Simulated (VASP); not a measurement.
Wanted: the native input for a VASP 6.6.1 run.

```
Task                   : single point
Functional             : r2SCAN
Potentials or basis    : VASP PAW PBE potentials, release 64 (Ag, Cl)
Cutoff                 : 520 eV
k mesh                 : 8 × 8 × 8
Occupations            : gaussian, width 0.01 eV
Spin                   : no spin polarisation
Dipole correction      : no
Further INCAR settings : ALGO = Normal; EDIFF = 1e-06; NBANDS = 16
```

AgCl:

```xyz
2
Lattice="0.0348 3.0107 3.0107 3.0107 0.0348 3.0107 3.0107 3.0107 0.0348" Properties=species:S:1:pos:R:3 pbc="T T T"
Ag    0.0128    0.0128    0.0128
Cl    1.5013    1.5013    1.5013
```

This cell differs from its parent crystal: epitaxial 111 strain -0.6%.

The input as run:

POSCAR

```
AgCl
1.0
    0.0348214894      3.0107069127      3.0107069127
    3.0107069127      0.0348214894      3.0107069127
    3.0107069127      3.0107069127      0.0348214894
Ag Cl
1 1
Direct
    0.0021147220      0.0021147220      0.0021147220
    0.2478852780      0.2478852780      0.2478852780
```

INCAR.step1

```
SYSTEM = AgCl
PREC = Accurate ; ENCUT = 520
ISMEAR = 0 ; SIGMA = 0.01
LREAL = .FALSE. ; LASPH = .TRUE.
NELM = 60 ; NBANDS = 16
GGA = PE ; ALGO = Normal
EDIFF = 1E-4 ; LWAVE = .TRUE.
LCHARG = .FALSE.
```

INCAR.step2

```
SYSTEM = AgCl
PREC = Accurate ; ENCUT = 520
EDIFF = 1E-6 ; ISMEAR = 0
SIGMA = 0.01 ; LREAL = .FALSE.
LASPH = .TRUE. ; NELM = 60
ALGO = Normal ; ISIF = 2
LWAVE = .FALSE. ; LCHARG = .FALSE.
METAGGA = R2SCAN ; LMIXTAU = .TRUE.
NBANDS = 16 ; ISTART = 1
```

KPOINTS

```
regular mesh
0
G
  8 8 8
  0 0 0
```

Potentials or basis: VASP PAW PBE potentials, release 64 (Ag, Cl).

Command:

```bash
$ cat potpaw_PBE.64/Ag/POTCAR potpaw_PBE.64/Cl/POTCAR > POTCAR
$ cp INCAR.step1 INCAR
$ mpirun -np 1 vasp_std > vasp.out
$ cp INCAR.step2 INCAR
$ mpirun -np 1 vasp_std > vasp.out
```

Results of the run:

```yaml
Pressure: -0.1 GPa
Largest_force: 0.006 eV/Å
Band_gap_on_the_k_mesh: 1.57 eV
```

Caveat: the cell differs from its parent crystal (epitaxial 111 strain -0.6%); the PAW data sets were made with another functional, which shifts forces and pressure a little.

Run time: 2.9 min on 1 thread of Intel Xeon 8259CL (shared host), peak memory 0.22 GiB.
